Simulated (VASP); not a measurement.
Set up this calculation in VASP 6.6.1, as the native input.

```yaml
Task: single point
Functional: PBE
Potentials_or_basis: VASP PAW PBE potentials, release 64 (W_sv, N_h)
Cutoff: 1330 eV
k_mesh: 10 × 10 × 10
Occupations: gaussian, width 0.1 eV
Spin: no spin polarisation
Dipole_correction: no
Further_INCAR_settings: ALGO = Normal; EDIFF = 1e-06; NBANDS = 40
```

The structure of W3N4 lies in POSCAR:

```
W3N4
1.0
    4.1220000000      0.0000000000      0.0000000000
    0.0000000000      4.1220000000      0.0000000000
    0.0000000000      0.0000000000      4.1220000000
W N
3 4
Direct
    0.5000000000      0.5000000000      0.0000000000
    0.0000000000      0.5000000000      0.5000000000
    0.5000000000      0.0000000000      0.5000000000
    0.5000000000      0.5000000000      0.5000000000
    0.5000000000      0.0000000000      0.0000000000
    0.0000000000      0.5000000000      0.0000000000
    0.0000000000      0.0000000000      0.5000000000
```

The input as run:

INCAR

```
ALGO = Normal ; EDIFF = 1E-6
ENCUT = 1330 ; GGA = PE
GGA_COMPAT = F ; ISIF = 2
ISMEAR = 0 ; LASPH = T
LCHARG = F ; LREAL = F
LWAVE = F ; NBANDS = 40
NELM = 120 ; PREC = Accurate
SIGMA = 0.1
```

KPOINTS

```
k-points
0
Gamma
  10 10 10
```

Potentials or basis: VASP PAW PBE potentials, release 64 (W_sv, N_h).

Command:

```sh
$ cat potpaw_PBE.64/W_sv/POTCAR potpaw_PBE.64/N_h/POTCAR > POTCAR
$ mpirun -np 1 vasp_std > vasp.out
```

It gave:

The pressure is 28.8 GPa and the band gap on the k mesh is zero (bands 31 and 32 overlap by 2.71 eV).

Caveat: the cell stands under pressure; spin-orbit coupling is left out, which moves the levels of the heavy elements.

Run time: 9.3 min on 1 thread of Intel(R) Xeon(R) Platinum 8259CL CPU @ 2.50GHz (Skylake/Cascade Lake), on a shared host, peak memory 0.66 GiB.
